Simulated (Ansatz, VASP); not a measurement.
Au: VASP beside Ansatz

```
Au
1.0
     0.00000    2.07886    2.07886
     2.07886    0.00000    2.07886
     2.07886    2.07886    0.00000
Au
1
Cartesian
  0.0000 0.0000 0.0000
```

Alike in both runs: functional PBE; k mesh 18 × 18 × 18; occupations methfessel-paxton of order 1, width 0.2 eV; no spin polarisation.

Ansatz relaxed the structure, and its values are those at the end. VASP's run is a single point on that final structure, the one shown.

```csv
,VASP,Ansatz
version,VASP 6.6.1,Ansatz 0.2.0
potentials or method,"VASP PAW PBE potentials, release 64 (Au), cutoff 500 eV","scalar-relativistic, plane waves, PAW"
valence electrons in the cell,11,19
```

Ansatz gave:

* gap on the k mesh at the Fermi level (eV): none
* pressure (GPa): 0.0

**Question.** Which values does VASP return?

**Answer.** gap on the k mesh at the Fermi level (eV): none; pressure (GPa): -0.2.

A gap of «none» marks a metal or a gap that the smearing closes. VASP's potentials hold 11 valence electrons a cell and Ansatz's 19, so a difference there can come from the potentials and not from the codes.

Neither program's run includes spin-orbit coupling.
